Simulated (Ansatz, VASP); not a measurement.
Given: the input of a run of VASP 6.6.1 on Rh.

File INCAR:

```
SYSTEM = Rh
PREC = Accurate
ENCUT = 520
EDIFF = 1E-6
ISMEAR = -1
SIGMA = 0.05
LREAL = .FALSE.
LASPH = .TRUE.
NELM = 60
ALGO = Fast
ISIF = 2
LWAVE = .FALSE.
LCHARG = .FALSE.
NBANDS = 22
```

KPOINTS

```
regular mesh
0
G
  11 11 6
  0 0 0
```

Contents of POSCAR:

```
Rh
1.0
    2.6940693954      0.0000000000      0.0000000000
   -1.3470346977      2.3331325361      0.0000000000
    0.0000000000      0.0000000000      4.3686372171
Rh
2
Direct
    0.3333333333      0.6666666667      0.2500000000
    0.6666666667      0.3333333333      0.7500000000
```

Potentials or basis: VASP PAW LDA potentials, release 64 (Rh_pv).

Command:

```bash
$ cat potpaw_LDA.64/Rh_pv/POTCAR > POTCAR
$ mpirun -np 1 vasp_std > vasp.out
```

**Question.** Translate it to Ansatz 0.2.0. Potentials there: all-electron LAPW, scalar-relativistic.

**Answer.** As run (the cutoff follows the program's own potentials):

File input.yaml:

```yaml
crystal:
  lattice:
    - [2.6940693954, 0.0, 0.0]
    - [-1.3470346977, 2.3331325361, 0.0]
    - [0.0, 0.0, 4.3686372171]
  atoms:
    - { symbol: Rh, position: [0.3333333333, 0.6666666667, 0.25] }
    - { symbol: Rh, position: [0.6666666667, 0.3333333333, 0.75] }
kpoints:
  mp_grid: { grid: [11, 11, 6] }
scf:
  occupations: { method: fermi_dirac, width: 0.05 }
hamiltonian:
  xc: lda
  pseudopotentials: { kind: all_electron, lapw: { basis_error: 0.001 } }
output:
  forces: true
  stress: true
  eigenvalues: true
```

Potentials or basis: all-electron LAPW, scalar-relativistic.

Launch:

```bash
$ ansatz run input.yaml --threads 1 --pin off --max-ram 3072MiB --backend cpu --events-out ev --progress --plain --runs-dir out
```

Both were run:

|  | VASP | Ansatz | Ansatz less VASP |
| --- | --- | --- | --- |
| gap on the k mesh at the Fermi level (eV) | none | none | - |
| pressure (GPa) | -8.9 | -9.7 | -0.85 |
| traceless stress, the component that is largest in VASP (GPa) | -0.87 | -0.89 | -0.020 |

LDA's correlation is that of Perdew and Zunger in VASP and of Perdew and Wang (1992) in Ansatz. A gap of «none» marks a metal or a gap that the smearing closes. Ansatz ran all-electron here, and VASP with PAW potentials.
